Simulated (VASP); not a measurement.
# I: single point with PBE

The system is I.

```
CELL_PARAMETERS angstrom
0.00000 2.36560 3.90984
2.19225 0.00000 3.90984
2.19225 2.36560 0.00000
ATOMIC_POSITIONS crystal
I 0.00000 0.00000 0.00000
```

```yaml
Program: VASP 6.6.1
Task: single point
Functional: PBE
Potentials_or_basis: VASP PAW PBE potentials, release 64 (I)
Cutoff: 520 eV
k_mesh: 14 × 14 × 14
Occupations: fermi-dirac, width 0.03 eV
Spin: no spin polarisation
Dipole_correction: no
Further_INCAR_settings: ALGO = Normal; EDIFF = 1e-06; NBANDS = 10
```

```json
{
  "Pressure": "0.5 GPa"
}
```

Stress tensor (GPa, compression positive):
```
0.44 0.00 0.00
0.00 0.04 0.00
0.00 0.00 0.88
```

Levels at points of the mesh, in eV from the Fermi level:
```
           k point  band 2  band 3  band 4  band 5  band 6  band 7
(0.00, 0.00, 0.00)   -2.00    0.71    1.00    4.48    7.42    8.14
(0.50, 0.00, 0.00)   -5.26   -1.79    1.65    4.73    9.04   10.60
(0.50, 0.50, 0.00)   -4.12    0.49    0.80    6.90    7.23   10.66
(0.50, 0.00, 0.50)   -4.44   -3.54   -0.54    3.92    6.54    9.51
(0.00, 0.50, 0.50)   -4.14   -3.83   -0.83    3.86    5.69   10.25
```

Run time: 2.5 min on 1 thread of Oxide Virtual Turin-like Processor, on a shared host, peak memory 0.27 GiB.

Caveat: spin-orbit coupling is left out, which moves the levels of the heavy elements; an odd number of electrons without spin polarisation forces a metal; a magnetic or distorted state may lie lower.
